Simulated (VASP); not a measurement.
Here is a VASP 6.6.1 calculation.

The input POSCAR:

```
Zn
1.0
    2.5811580155      0.0000000000      0.0000000000
    0.0000000000      2.5811580155      0.0000000000
    0.0000000000      0.0000000000      2.5811580155
Zn
1
Direct
    0.0000000000      0.0000000000      0.0000000000
```

File INCAR.step1:

```
SYSTEM = Zn
PREC = Accurate
ENCUT = 520
EDIFF = 1E-5
ISMEAR = -1
SIGMA = 0.1
LREAL = .FALSE.
LASPH = .TRUE.
NELM = 100
ALGO = Normal
ISIF = 2
LWAVE = .TRUE.
NBANDS = 12
GGA = PE
```

The input INCAR.step2:

```
SYSTEM = Zn
PREC = Accurate
ENCUT = 520
EDIFF = 1E-6
ISMEAR = -1
SIGMA = 0.1
LREAL = .FALSE.
LASPH = .TRUE.
NELM = 100
ALGO = Normal
ISIF = 2
LWAVE = .FALSE.
LCHARG = .TRUE.
METAGGA = R2SCAN
LHFCALC = .TRUE.
AEXX = 0.25
LMIXTAU = .TRUE.
PRECFOCK = Normal
LELF = .TRUE.
LVHAR = .TRUE.
NBANDS = 12
ISTART = 1
```

KPOINTS

```
Automatic mesh
0
G
  6 6 6
  0 0 0
```

Potentials or basis: VASP PAW PBE potentials, release 64 (Zn).

The run is started by

```bash
$ cat potpaw_PBE.64/Zn/POTCAR > POTCAR
$ cp INCAR.step1 INCAR
$ mpirun -np 1 vasp_std > vasp.out
$ cp INCAR.step2 INCAR
$ mpirun -np 1 vasp_std > vasp.out
```

Q: What does it give for the band gap on the k mesh?

A: Zero (bands 6 and 7 overlap by 10.87 eV).

Q: Predict the pressure.

A: 4.4 GPa.

Caveat: the k points lie up to 0.41 Å⁻¹ apart, too coarse for converged energies and pressures of a metal; the PAW data sets were made with another functional, which shifts forces and pressure a little.
